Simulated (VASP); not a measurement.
# Na in VASP: further runs, part 2 of 2

VASP 6.6.1. Earlier steps stand in the parts before.

### Step 3. Single point, PBEsol (equal xx and yy strain of +2 %)

INCAR reads:

```
  ALGO = Normal
  EDIFF = 1E-6
  ENCUT = 520
  GGA = PS
  ISIF = 2
  ISMEAR = -1
  LASPH = T
  LCHARG = F
  LREAL = F
  LWAVE = F
  NBANDS = 10
  NELM = 80
  PREC = Accurate
  SIGMA = 0.05
```

KPOINTS reads:

```
k-points
0
Gamma
  12 12 12
```

POSCAR reads:

```
Na
1.0
   -2.1598500000      2.1598500000      2.1175000000
    2.1598500000     -2.1598500000      2.1175000000
    2.1598500000      2.1598500000     -2.1175000000
Na
1
Direct
    0.0000000000      0.0000000000      0.0000000000
```

Potentials or basis: VASP PAW PBE potentials, release 64 (Na_pv).

Started as:

```sh
cat potpaw_PBE.64/Na_pv/POTCAR > POTCAR
mpirun -np 1 vasp_std > vasp.out
```

OUTCAR:

```text
EDIFF = 1E-6
   ENCUT = 520
   GGA = PS
   ISIF = 2
   ISMEAR = -1
   LASPH = T
   LREAL = F
   NELM = 80
   PREC = Accurate

 ion  position               nearest neighbor table
   1  0.000  0.000  0.000-

  LATTYP: Found a body centered tetragonal cell.
 ALAT       =     4.3197000000
 C/A-ratio  =     0.9803921569

  Lattice vectors:

 A1 = (  -2.1598500000,   2.1598500000,   2.1175000000)
 A2 = (   2.1598500000,  -2.1598500000,   2.1175000000)
 A3 = (   2.1598500000,   2.1598500000,  -2.1175000000)

Analysis of symmetry for initial positions (statically):
=====================================================================
 Subroutine PRICEL returns:
 Original cell was already a primitive cell.

 Routine SETGRP: Setting up the symmetry group for a
 body centered tetragonal supercell.

 Subroutine GETGRP returns: Found 16 space group operations
 (whereof 16 operations were pure point group operations)
 out of a pool of 16 trial point group operations.

The static configuration has the point symmetry D_4h.

Analysis of symmetry for dynamics (positions and initial velocities):
=====================================================================
 Subroutine PRICEL returns:
 Original cell was already a primitive cell.

 Routine SETGRP: Setting up the symmetry group for a
 body centered tetragonal supercell.

 Subroutine GETGRP returns: Found 16 space group operations
 (whereof 16 operations were pure point group operations)
 out of a pool of 16 trial point group operations.

The dynamic configuration has the point symmetry D_4h.

 Subroutine INISYM returns: Found 16 space group operations
 (whereof 16 operations are pure point group operations),
 and found     1 'primitive' translations

----------------------------------------------------------------------------------------

                                     Primitive cell

  volume of cell :      39.5121
[... 104 lines left out ...]
   IALGO  =     38    algorithm
   IMIX   =      4    mixing-type and parameters
     AMIX     =   0.40;   BMIX     =  1.00
     AMIX_MAG =   1.60;   BMIX_MAG =  1.00
  volume/ion in A,a.u.               =      39.51       266.64
  Fermi-wavevector in a.u.,A,eV,Ry     =   0.919455  1.737519 11.502340  0.845398
  Thomas-Fermi vector in A             =   2.044651
   LORBIT       =      0    0 simple, 1 ext, 2 COOP (PROOUT), +10 PAW based schemes
   GGA     = PS    functional components
   LHFCALC =     F    Hartree Fock is set to
   AEXX    =    0.0000 exact exchange contribution
   IVDW    =     0    specifies the selected vdW correction
   LEPSILON=     F    determine dielectric tensor
   LRPA    =     F    only Hartree local field effects (RPA)
 non-spin polarized calculation
  energy-cutoff  :      520.00
  volume of cell :       39.51
 maximum number of plane-waves:      1082
   NGX = 13   NGY = 13   NGZ = 13

 number of electron       7.0000006 magnetization

 Free energy of the ion-electron system (eV)
  ---------------------------------------------------
  ext. energy  EPLUGINS =         0.00000000
  ---------------------------------------------------
  free energy    TOTEN  =        -1.39366964 eV

  energy without entropy =       -1.38841384  energy(sigma->0) =       -1.39104174

 E-fermi :   0.0980     XC(G=0):  -6.3356

 val. band max:        0.0734872905   @ k =   0.3333   0.0833   0.0833
 cond. band min:       0.0987540876   @ k =   0.2500   0.2500   0.0000
 fundamental gap:      0.0252667971
 Fermi energy:         0.0979749409

 k-point     1 :       0.0000    0.0000    0.0000
  band No.  band energies     occupation
      1     -24.7077      2.00000
      2     -24.7075      2.00000
      3     -24.7075      2.00000
      4      -3.0137      2.00000
      5      11.2644      0.00000
      6      11.5556      0.00000
      7      11.5556      0.00000
      8      12.2817      0.00000
      9      12.5689      0.00000
     10      12.8013      0.00000
[... 287 lines left out ...]
 k-point    24 :      -0.4167    0.1667    0.0000
  band No.  band energies     occupation
      1     -24.7292      2.00000
      2     -24.7161      2.00000
      3     -24.7096      2.00000
      4      -0.8404      2.00000
      5       4.4558      0.00000
      6       5.7473      0.00000
      7       8.5224      0.00000
      8      10.7616      0.00000
      9      12.5397      0.00000
     10      13.7036      0.00000

 [... further k-points ...]
[... 5 lines left out ...]
  --------------------------------------------------------------------------------------
  -------------------------------------------------------------------------------------
  Total       -0.1385212     -0.1385212     -0.1544338      0.0000000     -0.0000000      0.0000000
  in kB       -5.6168942     -5.6168942     -6.2621336      0.0000000     -0.0000000      0.0000000
  external PRESSURE =      -5.8319740 kB  Pullay stress =       0.0000000 kB

 VOLUME and BASIS-vectors are now :
 -----------------------------------------------------------------------------
  energy-cutoff  :      520.00
  volume of cell :       39.51
      direct lattice vectors                 reciprocal lattice vectors
    -2.159850000  2.159850000  2.117500000     0.000000000  0.231497558  0.236127509
     2.159850000 -2.159850000  2.117500000     0.231497558  0.000000000  0.236127509
     2.159850000  2.159850000 -2.117500000     0.231497558  0.231497558  0.000000000

 POSITION                                       TOTAL-FORCE (eV/Angst)
 -----------------------------------------------------------------------------------
      0.00000      0.00000      0.00000         0.000000      0.000000     -0.000000
 -----------------------------------------------------------------------------------
    total drift:                               -0.000000     -0.000000     -0.000000

  FREE ENERGIE OF THE ION-ELECTRON SYSTEM (eV)
  ---------------------------------------------------
  free  energy   TOTEN  =        -1.3936696383 eV

  energy  without entropy=       -1.3884138362  energy(sigma->0) =       -1.39104174
```

OSZICAR:

```text
N       E                     dE             d eps       ncg     rms          rms(c)
DAV:   1     0.281893997366E+02    0.28189E+02   -0.37540E+03  3266   0.577E+02
DAV:   2    -0.760869927077E+00   -0.28950E+02   -0.28821E+02  3358   0.148E+02
DAV:   3    -0.138980762959E+01   -0.62894E+00   -0.62837E+00  3972   0.240E+01
DAV:   4    -0.139544865606E+01   -0.56410E-02   -0.56405E-02  3836   0.222E+00
DAV:   5    -0.139553451738E+01   -0.85861E-04   -0.85860E-04  3798   0.269E-01    0.231E-01
DAV:   6    -0.139407045633E+01    0.14641E-02   -0.27356E-03  3806   0.758E-01    0.142E-01
DAV:   7    -0.139372345865E+01    0.34700E-03   -0.25168E-03  3694   0.649E-01    0.458E-02
DAV:   8    -0.139366930349E+01    0.54155E-04   -0.20552E-04  3732   0.248E-01    0.218E-03
DAV:   9    -0.139366963832E+01   -0.33483E-06   -0.70711E-07  2518   0.951E-03
   1 F= -.13936696E+01 E0= -.13910417E+01  d E =-.525580E-02
```

stdout:

```text
POSCAR found type information on POSCAR Na
 POSCAR found :  1 types and       1 ions
 scaLAPACK will be used
 -----------------------------------------------------------------------------
|                                                                             |
|                                                                             |
|     You enforced a specific xc type in the INCAR file but a different       |
|     I HOPE YOU KNOW WHAT YOU ARE DOING!                                     |
|                                                                             |
 -----------------------------------------------------------------------------

 LDA part: xc-table for (Slater+PW92), standard interpolation
 POSCAR, INCAR and KPOINTS ok, starting setup
 FFT: planning ... GRIDC
 FFT: planning ... GRID_SOFT
 FFT: planning ... GRID
 WAVECAR not read
 entering main loop
```

Wall time 20 s (1 thread of Intel Xeon Platinum 8488C (Sapphire Rapids), shared host); peak memory 0.18 GiB.

What came out:

```yaml
Free_energy: -1.3937 eV
Pressure: -0.6 GPa
```

Caveat: the cell differs from its parent crystal (equal xx and yy strain of +2 %); the PAW data sets were made with another functional, which shifts forces and pressure a little.

### Step 4. Single point, PBEsol (equal xx and yy strain of +3 %)

INCAR reads:

```
SYSTEM = Na
PREC = Accurate
ENCUT = 520
EDIFF = 1E-7
ISMEAR = -1
SIGMA = 0.05
LREAL = .FALSE.
LASPH = .TRUE.
NELM = 80
ALGO = Normal
ISIF = 2
LWAVE = .FALSE.
LCHARG = .FALSE.
GGA = PS
NBANDS = 10
```

KPOINTS reads:

```
Automatic mesh
0
G
  12 12 12
  0 0 0
```

POSCAR reads:

```
Na
1.0
   -2.1810250000      2.1810250000      2.1175000000
    2.1810250000     -2.1810250000      2.1175000000
    2.1810250000      2.1810250000     -2.1175000000
Na
1
Direct
    0.0000000000      0.0000000000      0.0000000000
```

Started as:

```sh
cat potpaw_PBE.64/Na_pv/POTCAR > POTCAR
mpirun -np 1 vasp_std > vasp.out
```

It took 29 s on 1 thread of Intel Xeon Platinum 8488C (Sapphire Rapids), shared host; peak memory 0.18 GiB.

Results (log left out):

```yaml
Free_energy: -1.3908 eV
Pressure: -0.7 GPa
```

Stress tensor (GPa, compression positive):
```
-0.65  0.00  0.00
 0.00 -0.65  0.00
 0.00  0.00 -0.73
```

Levels at points of the mesh, in eV from the Fermi level:
```tsv
k point	band 2	band 3	band 4	band 5	band 6	band 7
(0.00, 0.00, 0.00)	-24.82	-24.82	-3.07	10.95	11.38	11.38
(0.50, 0.00, 0.00)	-24.83	-24.83	0.80	1.22	7.78	8.52
(0.50, 0.50, 0.00)	-24.83	-24.82	0.69	1.08	8.14	8.88
(0.50, 0.50, 0.50)	-24.84	-24.84	4.29	4.49	4.49	4.51
```

Caveat: the cell differs from its parent crystal (equal xx and yy strain of +3 %); the PAW data sets were made with another functional, which shifts forces and pressure a little.

### Step 5. Single point, PBEsol (equal xy, yz and zx shear strains of -2 %)

INCAR reads:

```
SYSTEM = Na
PREC = Accurate ; ENCUT = 520
EDIFF = 1E-7 ; ISMEAR = -1
SIGMA = 0.05 ; LREAL = .False.
LASPH = .True. ; NELM = 100
ALGO = Normal ; ISIF = 2
LWAVE = .False. ; LCHARG = .False.
GGA = PS ; NBANDS = 10
```

KPOINTS reads:

```
regular mesh
0
Gamma
  12 12 12
  0 0 0
```

POSCAR reads:

```
Na
1.0
   -2.1598500000      2.1175000000      2.1175000000
    2.1175000000     -2.1598500000      2.1175000000
    2.1175000000      2.1175000000     -2.1598500000
Na
1
Direct
    0.0000000000      0.0000000000      0.0000000000
```

Started as:

```sh
cat potpaw_PBE.64/Na_pv/POTCAR > POTCAR
mpirun -np 1 vasp_std > vasp.out
```

Wall time 32 s (1 thread of Intel Xeon Platinum 8488C (Sapphire Rapids), shared host); peak memory 0.19 GiB.

Results (log left out):

* Free energy: -1.3972 eV
* Pressure: -0.3 GPa

Stress tensor (GPa, compression positive):
```
-0.32  0.09  0.09
 0.09 -0.32  0.09
 0.09  0.09 -0.32
```

Levels at points of the mesh, in eV from the Fermi level:
| k point | band 1 | band 2 | band 3 | band 4 | band 5 | band 6 |
| --- | --- | --- | --- | --- | --- | --- |
| (0.00, 0.00, 0.00) | -24.77 | -24.77 | -24.77 | -3.19 | 11.51 | 11.57 |
| (0.50, 0.00, 0.00) | -24.81 | -24.78 | -24.77 | 0.85 | 1.33 | 8.09 |
| (0.50, 0.50, 0.00) | -24.80 | -24.78 | -24.77 | 0.71 | 1.15 | 8.16 |
| (0.50, 0.50, 0.50) | -24.80 | -24.79 | -24.79 | 4.51 | 4.51 | 4.80 |

Caveat: the cell differs from its parent crystal (equal xy, yz and zx shear strains of -2 %); the PAW data sets were made with another functional, which shifts forces and pressure a little.

### Step 6. Single point, PBEsol (equal xy, yz and zx shear strains of +1 %)

INCAR reads:

```
SYSTEM = Na
PREC = Accurate
ENCUT = 520
EDIFF = 1E-7
ISMEAR = -1
SIGMA = 0.05
LREAL = .FALSE.
LASPH = .TRUE.
NELM = 60
ALGO = Normal
ISIF = 2
LWAVE = .FALSE.
LCHARG = .FALSE.
GGA = PS
NBANDS = 10
```

KPOINTS reads:

```
Automatic mesh
0
G
  12 12 12
  0 0 0
```

POSCAR reads:

```
Na
1.0
   -2.0963250000      2.1175000000      2.1175000000
    2.1175000000     -2.0963250000      2.1175000000
    2.1175000000      2.1175000000     -2.0963250000
Na
1
Direct
    0.0000000000      0.0000000000      0.0000000000
```

Potentials or basis: VASP PAW PBE potentials, release 64 (Na_pv).

Started as:

```sh
cat potpaw_PBE.64/Na_pv/POTCAR > POTCAR
mpirun -np 1 vasp_std > vasp.out
```

OUTCAR:

```text
SYSTEM = Na
   PREC = Accurate
   ENCUT = 520
   EDIFF = 1E-7
   ISMEAR = -1
   LREAL = .FALSE.
   LASPH = .TRUE.
   NELM = 60
   ISIF = 2
   GGA = PS

 ion  position               nearest neighbor table
   1  0.000  0.000  0.000-

  LATTYP: Found a trigonal (rhomboedric) cell.
 ALAT       =     3.6554330804
 COS(alpha) =    -0.3288480252

  Lattice vectors:

 A1 = (  -2.0963250000,   2.1175000000,   2.1175000000)
 A2 = (   2.1175000000,  -2.0963250000,   2.1175000000)
 A3 = (   2.1175000000,   2.1175000000,  -2.0963250000)
[... 481 lines left out ...]
      2     -24.5759      2.00000
      3     -24.5693      2.00000
      4      -0.7476      2.00000
      5       4.5058      0.00000
      6       6.1334      0.00000
      7       8.9270      0.00000
      8      11.2328      0.00000
      9      12.8409      0.00000
     10      14.1993      0.00000

 [... further k-points ...]
[... 5 lines left out ...]
  --------------------------------------------------------------------------------------
  -------------------------------------------------------------------------------------
  Total       -0.0763537     -0.0763537     -0.0763537     -0.0094955     -0.0094955     -0.0094955
  in kB       -3.2213863     -3.2213863     -3.2213863     -0.4006161     -0.4006161     -0.4006161
  external PRESSURE =      -3.2213863 kB  Pullay stress =       0.0000000 kB

 VOLUME and BASIS-vectors are now :
 -----------------------------------------------------------------------------
  energy-cutoff  :      520.00
  volume of cell :       37.98
      direct lattice vectors                 reciprocal lattice vectors
    -2.096325000  2.117500000  2.117500000    -0.002349644  0.234964435  0.234964435
     2.117500000 -2.096325000  2.117500000     0.234964435 -0.002349644  0.234964435
     2.117500000  2.117500000 -2.096325000     0.234964435  0.234964435 -0.002349644

 POSITION                                       TOTAL-FORCE (eV/Angst)
 -----------------------------------------------------------------------------------
      0.00000      0.00000      0.00000         0.000000      0.000000      0.000000
 -----------------------------------------------------------------------------------
    total drift:                               -0.000000     -0.000000     -0.000000

  FREE ENERGIE OF THE ION-ELECTRON SYSTEM (eV)
  ---------------------------------------------------
  free  energy   TOTEN  =        -1.3976903913 eV

  energy  without entropy=       -1.3923601887  energy(sigma->0) =       -1.39502529
```

Wall time 26 s (1 thread of Intel Xeon Platinum 8488C (Sapphire Rapids), shared host); peak memory 0.18 GiB.

Results:

```yaml
Free_energy: -1.3977 eV
Pressure: -0.3 GPa
```

Levels at points of the mesh, in eV from the Fermi level:
```csv
k point,band 1,band 2,band 3,band 4,band 5,band 6
"(0.00, 0.00, 0.00)",-24.77,-24.77,-24.77,-3.19,11.57,11.57
"(0.50, 0.00, 0.00)",-24.80,-24.78,-24.77,0.74,1.19,8.17
"(0.50, 0.50, 0.00)",-24.80,-24.78,-24.77,0.81,1.28,8.10
"(0.50, 0.50, 0.50)",-24.79,-24.79,-24.79,4.51,4.51,4.83
```

Caveat: the cell differs from its parent crystal (equal xy, yz and zx shear strains of +1 %); the PAW data sets were made with another functional, which shifts forces and pressure a little.

### Step 7. The runs side by side

| cell | gap on the mesh (eV) | pressure (GPa) |
| --- | --- | --- |
| a = 3.692 Å, angles 109.2, 109.2, 110.0°, 1 atom | none | -0.5 |
| a = 3.717 Å, angles 108.9, 108.9, 110.5°, 1 atom | none | -0.6 |
| a = 3.741 Å, angles 108.7, 108.7, 111.1°, 1 atom | none | -0.7 |
| a = 3.692 Å, angles 110.0°, 1 atom | none | -0.3 |
| a = 3.655 Å, angles 109.2°, 1 atom | none | -0.3 |

Alike in all rows: task single point; level PBEsol; potentials or basis VASP PAW PBE potentials, release 64 (Na_pv); no spin polarisation; k mesh 12 × 12 × 12; cutoff (eV) 520; smearing fermi-dirac 0.05 eV.

Caveats: the PAW data sets were made with another functional, which shifts forces and pressure a little.

Absolute energies hang on the potentials; compare differences alone.
